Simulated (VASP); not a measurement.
Crystal: Zr2TiC3.

```
Zr Ti C
1.0
     3.44241    0.00000    0.00000
    -1.72120    2.98121    0.00000
     0.00000    0.00000    8.43215
Zr Ti C
2 1 3
Direct
  0.33333 0.66667 0.66667
  0.66667 0.33333 0.33333
  0.00000 0.00000 0.00000
  0.66667 0.33333 0.83333
  0.33333 0.66667 0.16667
  0.00000 0.00000 0.50000
```

| Quantity | Value |
| --- | --- |
| Program | VASP 6.6.1 |
| Task | relaxation of cell and atoms |
| Functional | PBE |
| Potentials or basis | VASP PAW PBE potentials, release 64 (Zr_sv, Ti_sv, C) |
| Cutoff | 600 eV |
| k mesh | 6 × 6 × 2 |
| Occupations | gaussian, width 0.1 eV |
| Spin | no spin polarisation |

At the start: pressure -26.7 GPa; volume 14.42 Å³/atom.

Q: Where does the relaxation end?

A: Over 10 steps the energy falls by 247.2 meV/atom and the volume is 12.11 Å³/atom (-16.1 %); space group P-3m1 (No. 164, to 0.1 Å) before and after.

Step by step:
| step | energy change (eV) | largest force (eV/Å) | pressure (GPa) | volume (Å³) |
| --- | --- | --- | --- | --- |
| 1 | 0.0000 | 0.7197 | -26.65 | 86.54 |
| 2 | 0.9566 | 2.0877 | 67.33 | 59.83 |
| 3 | -1.3241 | 1.2741 | -1.00 | 73.50 |
| 4 | -1.3273 | 1.2970 | 0.43 | 73.02 |
| 5 | -1.3273 | 1.3096 | 1.23 | 72.76 |
| 6 | -1.4606 | 0.5625 | 1.35 | 72.39 |
| 7 | -1.4790 | 0.2177 | 1.61 | 72.18 |
| 8 | -1.4773 | 0.1040 | -2.33 | 73.43 |
| 9 | -1.4833 | 0.0725 | -0.23 | 72.75 |
| 10 | -1.4835 | 0.0351 | 0.12 | 72.64 |

Final structure:
```
Zr Ti C
1.0
     3.25561    0.00000    0.00000
    -1.62781    2.81944    0.00000
     0.00000    0.00000    7.91360
Zr Ti C
2 1 3
Direct
  0.33333 0.66667 0.67344
  0.66667 0.33333 0.32656
  0.00000 0.00000 0.00000
  0.66667 0.33333 0.84709
  0.33333 0.66667 0.15291
  0.00000 0.00000 0.50000
```

Caveat: the k points lie up to 0.40 Å⁻¹ apart in the final cell, too coarse for converged energies and pressures of a metal; the volume moved by over 15 % at a fixed basis, so the end points are rough.
